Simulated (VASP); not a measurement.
# GeSb2Te4 (P2/m) in VASP: further runs

The runs below take GeSb2Te4 through single point, with PBEsol, r2SCAN+rVV10.

All numbers are computed with VASP 6.6.1; they aren't measurements. Logs are shortened: lines on timing, memory, paths and dates and some standing lists are left out, and cuts for length are marked.

**1. The cell of the first run**

It takes space group P2/m (No. 10, monoclinic). The conventional cell has a = 7.241 Å, b = 4.250 Å, c = 7.314 Å, α = 90.00°, β = 108.91°, γ = 90.00°. Ge (site symmetry 2/m) has 6 Te at 2.90 to 2.94 Å within 3.8 Å. Sb (site symmetry 2/m) has 6 Te at 3.02 to 3.06 Å within 4.0 Å. Within 4.0 Å of Sb (site symmetry 2/m) lie 6 Te at 3.05 to 3.07 Å. Within 4.5 Å of Te (site symmetry m) lie 2 Ge at 2.94 Å and 3 Sb at 3.06 to 3.07 Å and 12 Te at 4.00 to 4.40 Å. Within 3.8 Å of Te (site symmetry m) lie 1 Ge at 2.90 Å and 3 Sb at 3.02 to 3.05 Å.

**2. Single point, PBEsol**

File INCAR:

```
SYSTEM = GeSb2Te4
PREC = Accurate
ENCUT = 520
EDIFF = 1E-7
ISMEAR = -1
SIGMA = 0.03
LREAL = .FALSE.
LASPH = .TRUE.
NELM = 60
ALGO = Normal
ISIF = 2
LWAVE = .FALSE.
LCHARG = .FALSE.
GGA = PS
NBANDS = 33
```

File KPOINTS:

```
regular mesh
0
G
  4 6 4
  0 0 0
```

File POSCAR:

```
GeSb2Te4
1.0
    7.3136952897      0.0000000000     -0.0188051484
    0.0000000000      4.2500315381      0.0000000000
   -2.3297159218      0.0000000000      6.8562614959
Ge Sb Te
1 2 4
Direct
    0.5000000000      0.0000000000      0.5000000000
    0.0000000000      0.0000000000      0.0000000000
    0.5000000000      0.5000000000      0.0000000000
    0.7487789236      0.5000000000      0.7309467095
    0.2460467366      0.0000000000      0.7358306596
    0.2512210764      0.5000000000      0.2690532905
    0.7539532634      0.0000000000      0.2641693404
```

Potentials or basis: VASP PAW PBE potentials, release 64 (Ge_d, Sb, Te).

Run with:

```bash
cat potpaw_PBE.64/Ge_d/POTCAR potpaw_PBE.64/Sb/POTCAR potpaw_PBE.64/Te/POTCAR > POTCAR
mpirun -np 1 vasp_std > vasp.out
```

OUTCAR:

```text
SYSTEM = GeSb2Te4
   PREC = Accurate
   ENCUT = 520
   EDIFF = 1E-7
   ISMEAR = -1
   LREAL = .FALSE.
   LASPH = .TRUE.
   NELM = 60
   ISIF = 2
   GGA = PS

 ion  position               nearest neighbor table
   1  0.500  0.000  0.500-   5 2.90   7 2.90   6 2.94   4 2.94   4 2.94   6 2.94
   2  0.000  0.000  0.000-   5 3.02   7 3.02   6 3.06   4 3.06   4 3.06   6 3.06
   3  0.500  0.500  0.000-   5 3.05   7 3.05   5 3.05   7 3.05   6 3.07   4 3.07
   4  0.749  0.500  0.731-   1 2.94   1 2.94   2 3.06   2 3.06   3 3.07
   5  0.246  0.000  0.736-   1 2.90   2 3.02   3 3.05   3 3.05
   6  0.251  0.500  0.269-   1 2.94   1 2.94   2 3.06   2 3.06   3 3.07
   7  0.754  0.000  0.264-   1 2.90   2 3.02   3 3.05   3 3.05

  LATTYP: Found a simple monoclinic cell.
 ALAT       =     7.2412635621
 B/A-ratio  =     0.5869184986
 C/A-ratio  =     1.0100059752
 COS(beta)  =    -0.3241612636

  Lattice vectors:

 A1 = (  -2.3297159218,   0.0000000000,   6.8562614959)
 A2 = (   0.0000000000,  -4.2500315381,   0.0000000000)
 A3 = (   7.3136952897,   0.0000000000,  -0.0188051484)

Analysis of symmetry for initial positions (statically):
=====================================================================
 Subroutine PRICEL returns:
 Original cell was already a primitive cell.

 Routine SETGRP: Setting up the symmetry group for a
 simple monoclinic supercell.

 Subroutine GETGRP returns: Found  4 space group operations
 (whereof  4 operations were pure point group operations)
 out of a pool of  4 trial point group operations.

The static configuration has the point symmetry C_2h.

Analysis of symmetry for dynamics (positions and initial velocities):
=====================================================================
 Subroutine PRICEL returns:
 Original cell was already a primitive cell.

 Routine SETGRP: Setting up the symmetry group for a
 simple monoclinic supercell.

 Subroutine GETGRP returns: Found  4 space group operations
 (whereof  4 operations were pure point group operations)
 out of a pool of  4 trial point group operations.

The dynamic configuration has the point symmetry C_2h.

 Subroutine INISYM returns: Found  4 space group operations
 (whereof  4 operations are pure point group operations),
 and found     1 'primitive' translations

----------------------------------------------------------------------------------------

[... 103 lines left out ...]
   LREAL  =      F    real-space projection
   EDIFFG = 0.1E-05   stopping-criterion for IOM
   NSW    =      0    number of steps for IOM
   IBRION =     -1    ionic relax: 0-MD 1-quasi-New 2-CG
   NFREE  =      0    steps in history (QN), initial steepest desc. (CG)
   ISIF   =      2    stress and relaxation
   ISYM   =      2    0-nonsym 1-usesym 2-fastsym
   POTIM  = 0.5000    time-step for ionic-motion
   TEBEG  =    0.0;   TEEND  =   0.0 temperature during run
   PSTRESS=    0.0 pullay stress
   NELECT =      48.0000    total number of electrons
   NUPDOWN=      -1.0000    fix difference up-down
   EMIN   =  10.00;   EMAX   =-10.00  energy-range for DOS
   EFERMI =   0.00;   METHOD = LEGACY
   ISMEAR =    -1;   SIGMA  =   0.03  broadening in eV -4-tet -1-fermi 0-gaus
   EFERMI_NEDOS =   21; number of points for ismear=-14 and -15
   IALGO  =     38    algorithm
   IMIX   =      4    mixing-type and parameters
     AMIX     =   0.40;   BMIX     =  1.00
     AMIX_MAG =   1.60;   BMIX_MAG =  1.00
  volume/ion in A,a.u.               =      30.42       205.27
  Fermi-wavevector in a.u.,A,eV,Ry     =   0.996345  1.882819 13.506543  0.992703
  Thomas-Fermi vector in A             =   2.128427
   LORBIT       =      0    0 simple, 1 ext, 2 COOP (PROOUT), +10 PAW based schemes
   GGA     = PS    functional components
   LHFCALC =     F    Hartree Fock is set to
   AEXX    =    0.0000 exact exchange contribution
   IVDW    =     0    specifies the selected vdW correction
   LEPSILON=     F    determine dielectric tensor
   LRPA    =     F    only Hartree local field effects (RPA)
 non-spin polarized calculation
  energy-cutoff  :      520.00
  volume of cell :      212.93
 maximum number of plane-waves:      5768
   NGX = 27   NGY = 15   NGZ = 27

 number of electron      47.9999994 magnetization

 Free energy of the ion-electron system (eV)
  ---------------------------------------------------
  ext. energy  EPLUGINS =         0.00000000
  ---------------------------------------------------
  free energy    TOTEN  =       -28.69071083 eV

  energy without entropy =      -28.68720376  energy(sigma->0) =      -28.68895730

 E-fermi :   6.1981     XC(G=0):  -9.5654

 val. band max:        6.1974383476   @ k =   0.5000   0.5000   0.5000
 cond. band min:       6.2175287072   @ k =   0.0000   0.0000   0.0000
 fundamental gap:      0.0200903596
 Fermi energy:         6.1981185829

 k-point     1 :       0.0000    0.0000    0.0000
  band No.  band energies     occupation
      1     -18.6181      2.00000
      2     -18.6150      2.00000
      3     -18.6091      2.00000
      4     -18.6025      2.00000
      5     -18.6013      2.00000
      6      -7.0640      2.00000
[... 853 lines left out ...]
     32      10.1377      0.00000
     33      10.1783      0.00000

 [... further k-points ...]

------------------------ aborting loop because EDIFF is reached ----------------------------------------

  FORCE on cell =-STRESS in cart. coord.  units (eV):
  Direction    XX          YY          ZZ          XY          YZ          ZX
  --------------------------------------------------------------------------------------
  -------------------------------------------------------------------------------------
  Total        0.1127619      0.1029057      0.1262454      0.0000000      0.0000000     -0.0157617
  in kB        0.8484692      0.7743068      0.9499248      0.0000000      0.0000000     -0.1185979
  external PRESSURE =       0.8575669 kB  Pullay stress =       0.0000000 kB

 VOLUME and BASIS-vectors are now :
 -----------------------------------------------------------------------------
  energy-cutoff  :      520.00
  volume of cell :      212.93
      direct lattice vectors                 reciprocal lattice vectors
     7.313695290  0.000000000 -0.018805148     0.136849351  0.000000000  0.046500576
     0.000000000  4.250031538  0.000000000     0.000000000  0.235292372  0.000000000
    -2.329715922  0.000000000  6.856261496     0.000375346  0.000000000  0.145979620

 POSITION                                       TOTAL-FORCE (eV/Angst)
 -----------------------------------------------------------------------------------
      2.49199      0.00000      3.41873         0.000000      0.000000      0.000000
      0.00000      0.00000      0.00000        -0.000000      0.000000      0.000000
      3.65685      2.12502     -0.00940        -0.000000      0.000000      0.000000
      3.77344      2.12502      4.99748         0.005450     -0.000000     -0.008042
      0.08523      0.00000      5.04042        -0.005683      0.000000     -0.020205
      1.21054      2.12502      1.83998        -0.005450      0.000000      0.008042
      4.89874      0.00000      1.79704         0.005683      0.000000      0.020205
 -----------------------------------------------------------------------------------
    total drift:                               -0.000000      0.000000      0.000000

  FREE ENERGIE OF THE ION-ELECTRON SYSTEM (eV)
  ---------------------------------------------------
  free  energy   TOTEN  =       -28.6907108341 eV

  energy  without entropy=      -28.6872037590  energy(sigma->0) =      -28.68895730
```

stdout:

```text
POSCAR found type information on POSCAR GeSbTe
 POSCAR found :  3 types and       7 ions
 scaLAPACK will be used
 -----------------------------------------------------------------------------
|                                                                             |
|                                                                             |
|     You enforced a specific xc type in the INCAR file but a different       |
|     I HOPE YOU KNOW WHAT YOU ARE DOING!                                     |
|                                                                             |
 -----------------------------------------------------------------------------

 LDA part: xc-table for (Slater+PW92), standard interpolation
 POSCAR, INCAR and KPOINTS ok, starting setup
 FFT: planning ... GRIDC
 FFT: planning ... GRID_SOFT
 FFT: planning ... GRID
 WAVECAR not read
 entering main loop
```

Wall time 3 min (1 thread of Intel Xeon Platinum 8488C (Sapphire Rapids), shared host); peak memory 0.46 GiB.

Results:

| Quantity | Value |
| --- | --- |
| Free energy | -28.6907 eV |
| Pressure | 0.1 GPa |
| Largest force | 0.021 eV/Å |
| Band gap on the k mesh | zero (bands 24 and 25 overlap by 0.17 eV) |

Forces in eV/Å, atoms in the order of the input:
```
Ge   0.000  0.000  0.000
Sb   0.000  0.000  0.000
Sb   0.000  0.000  0.000
Te   0.005  0.000 -0.008
Te  -0.006  0.000 -0.020
Te  -0.005  0.000  0.008
Te   0.006  0.000  0.020
```

Caveat: the PAW data sets were made with another functional, which shifts forces and pressure a little; spin-orbit coupling is left out, which moves the levels of the heavy elements.

**3. Single point, r2SCAN+rVV10**

This run uses another cell than the first one, of 31.09 Å³/atom.

File POSCAR:

```
GeSb2Te4
1.0
    7.3622972657      0.0000000000     -0.0130119494
    0.0000000000      4.2717346882      0.0000000000
   -2.3395914526      0.0000000000      6.9244601811
Ge Sb Te
1 2 4
Direct
    0.5000000000      0.0000000000      0.5000000000
    0.0000000000      0.0000000000      0.0000000000
    0.5000000000      0.5000000000      0.0000000000
    0.7488885186      0.5000000000      0.7330022640
    0.2473112041      0.0000000000      0.7379657113
    0.2511114814      0.5000000000      0.2669977360
    0.7526887959      0.0000000000      0.2620342887
```

File INCAR.step1:

```
  PREC = Accurate
  ENCUT = 520
  ISMEAR = -1
  SIGMA = 0.03
  LREAL = F
  LASPH = T
  NELM = 100
  NBANDS = 33
  GGA = PE
  ALGO = Normal
  EDIFF = 1E-4
  LWAVE = T
  LCHARG = F
```

File INCAR.step2:

```
  PREC = Accurate
  ENCUT = 520
  EDIFF = 1E-7
  ISMEAR = -1
  SIGMA = 0.03
  LREAL = F
  LASPH = T
  NELM = 100
  ALGO = Normal
  ISIF = 2
  LWAVE = F
  LCHARG = T
  METAGGA = R2SCAN
  LMIXTAU = T
  LUSE_VDW = T
  IVDW_NL = 2
  BPARAM = 11.95
  CPARAM = 0.0093
  LELF = T
  LVHAR = T
  NBANDS = 33
  ISTART = 1
```

File KPOINTS:

```
Automatic mesh
0
Gamma
  4 6 4
```

Potentials or basis: VASP PAW PBE potentials, release 64 (Ge_d, Sb, Te).

Run with:

```bash
cat potpaw_PBE.64/Ge_d/POTCAR potpaw_PBE.64/Sb/POTCAR potpaw_PBE.64/Te/POTCAR > POTCAR
cp INCAR.step1 INCAR
mpirun -np 1 vasp_std > vasp.out
cp INCAR.step2 INCAR
mpirun -np 1 vasp_std > vasp.out
```

Wall time 12 min (1 thread of Intel Xeon Platinum 8488C (Sapphire Rapids), shared host); peak memory 0.86 GiB.

The run converged. Its results:

| Item | Value |
| --- | --- |
| Free energy | -165.9818 eV |
| Pressure | 0.2 GPa |
| Largest force | 0.017 eV/Å |
| Band gap on the k mesh | zero (bands 24 and 25 overlap by 0.04 eV) |

Forces on the atoms (eV/Å):
```
Ge   0.000  0.000  0.000
Sb   0.000  0.000  0.000
Sb   0.000  0.000  0.000
Te   0.003  0.000 -0.017
Te  -0.008  0.000 -0.014
Te  -0.003  0.000  0.017
Te   0.008  0.000  0.014
```

Levels at points of the mesh, in eV from the Fermi level:
```csv
k point,band 20,band 21,band 22,band 23,band 24,band 25,band 26,band 27,band 28,band 29
"(0.00, 0.00, 0.00)",-1.67,-1.55,-1.01,-1.01,-0.41,0.03,0.06,0.13,1.64,1.82
"(0.50, 0.00, 0.00)",-1.85,-1.78,-1.08,-0.97,-0.16,1.16,1.53,1.55,1.62,2.03
"(0.00, 0.50, 0.00)",-1.74,-1.63,-0.77,-0.63,-0.39,0.51,0.67,1.02,2.43,2.93
"(0.50, 0.50, 0.00)",-2.87,-2.84,-1.75,-1.74,-0.94,1.42,2.49,2.63,3.13,3.51
"(0.00, 0.00, 0.50)",-2.04,-2.01,-1.12,-0.93,0.01,1.09,1.09,1.26,2.26,2.58
"(0.50, 0.00, 0.50)",-1.65,-1.64,-1.48,-1.29,-0.71,0.53,0.63,2.14,2.32,2.46
"(0.00, 0.50, 0.50)",-3.10,-2.64,-1.80,-1.62,-1.16,1.36,2.82,2.95,2.97,3.03
"(0.50, 0.50, 0.50)",-1.67,-1.53,-1.01,-0.99,-0.40,-0.03,0.04,0.15,1.96,2.12
```

Caveat: the PAW data sets were made with another functional, which shifts forces and pressure a little; spin-orbit coupling is left out, which moves the levels of the heavy elements.

The gap in the log of VASP goes by the Fermi energy; the results here count the filled bands.